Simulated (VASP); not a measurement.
A run of VASP 6.6.1 is set up as follows.

The input INCAR:

```
ALGO     = Normal         # electronic algorithm
EDIFF    = 1E-6           # SCF threshold, eV
ENCUT    = 520            # plane-wave cutoff, eV
GGA      = PE             # functional
ISIF     = 2              # what is computed and relaxed
ISMEAR   = 0              # smearing method
ISPIN    = 2              # spin polarisation
LASPH    = T              # aspherical terms in the spheres
LCHARG   = F              # write CHGCAR
LMAXMIX  = 4              # l up to which the mixer works
LORBIT   = 11             # projections on sites
LREAL    = F              # projectors in reciprocal space
LWAVE    = F              # write WAVECAR
MAGMOM   = 3 0            # initial moments
NBANDS   = 19             # bands
NELM     = 150            # most SCF steps
PREC     = Accurate       # precision mode
SIGMA    = 0.1            # smearing width, eV
```

Contents of KPOINTS:

```
k-points
0
Gamma
  8 8 8
```

POSCAR

```
CoF
1.0
    0.0000000000      2.1884229441      2.1884229441
    2.1884229441      0.0000000000      2.1884229441
    2.1884229441      2.1884229441      0.0000000000
Co F
1 1
Direct
    0.0000000000      0.0000000000      0.0000000000
    0.5000000000      0.5000000000      0.5000000000
```

Potentials or basis: VASP PAW PBE potentials, release 64 (Co, F).

The run is started by

```sh
$ cat potpaw_PBE.64/Co/POTCAR potpaw_PBE.64/F/POTCAR > POTCAR
$ mpirun -np 1 vasp_std > vasp.out
```

(1) Estimate the site moments.

(2) What does it give for the net moment?

Results:

(1) Co +2.13; F +0.07 μB.

(2) 2.23 μB per cell.

Caveat: a cell with one magnetic atom can't hold antiferromagnetic order, which such compounds often take.
